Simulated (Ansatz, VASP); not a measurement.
One calculation of Fe, two programs

File INCAR:

```
SYSTEM = Fe
  PREC = Accurate
  ENCUT = 600
  EDIFF = 1E-6
  ISMEAR = -1
  SIGMA = 0.15
  LREAL = .FALSE.
  LASPH = .TRUE.
  NELM = 150
  ALGO = Normal
  ISIF = 3
  LWAVE = .FALSE.
  LCHARG = .FALSE.
  ISPIN = 2
  MAGMOM = 4.5
  LORBIT = 11
  LMAXMIX = 4
  GGA = B5
  ALDAX = 1.0
  AGGAX = 1.0
  AGGAC = 1.0
  ALDAC = 0.0
  IVDW = 12
  VDW_S6 = 1.0
  VDW_S8 = 2.6996
  VDW_A1 = 0.4298
  VDW_A2 = 4.2359
  IBRION = 2
  NSW = 80
  EDIFFG = -0.01
```

The input KPOINTS:

```
regular mesh
0
G
  9 9 9
  0 0 0
```

Contents of POSCAR:

```
Fe
1.0
    0.0000000000      1.9417400000      1.9651050000
    1.4984400000      0.0000000000      1.9651050000
    1.4984400000      1.9417400000      0.0000000000
Fe
1
Direct
    0.0000000000      0.0000000000      0.0000000000
```

Input for Ansatz:

```yaml
crystal:
  lattice:
    - [0.0, 1.94174, 1.965105]
    - [1.49844, 0.0, 1.965105]
    - [1.49844, 1.94174, 0.0]
  atoms:
    - { symbol: Fe, position: [0.0, 0.0, 0.0] }
accuracy: medium
basis:
  ecutwfc: 530.622031796766
  xc_grid: 3
kpoints:
  mp_grid:
    grid: [9, 9, 9]
hamiltonian:
  xc: blyp
  dispersion: d3bj
magnetization:
  spin_polarized: true
  per_species:
    Fe: 4.5
scf:
  convergence:
    dr2_threshold: 1.0e-06
  occupations:
    method: fermi_dirac
    width: 0.15
relax:
  f_tol: 0.01
  max_displacement: 0.3
  cell: {}
```

Alike in both runs: task relaxation of cell and atoms; functional BLYP; dispersion D3(BJ); k mesh 9 × 9 × 9; occupations fermi-dirac, width 0.15 eV; collinear spin.

|  | VASP | Ansatz |
| --- | --- | --- |
| version | VASP 6.6.1 | Ansatz 0.2.0 |
| potentials or method | VASP PAW PBE potentials, release 64 (Fe), cutoff 600 eV | plane waves, PAW |
| valence electrons in the cell | 8 | 16 |

```csv
,VASP,Ansatz,Ansatz less VASP
net moment per atom (μB),2.10,2.09,-0.007
size of the moment on the site where the two differ most (μB),2.09,2.13,+0.036
relaxed volume (Å³/atom),11.13,11.12,-0.007
relaxed length of the cell vector where the two differ most in proportion (Å),2.436,2.435,-0.0006
```

VASP's potentials were made for PBE, not for BLYP. Site moments also hang on the region over which each program counts them. VASP's potentials hold 8 valence electrons a cell and Ansatz's 16, so a difference there can come from the potentials and not from the codes. Ansatz's warnings: force scf threshold loose, given moment on shells, stress scf threshold loose.
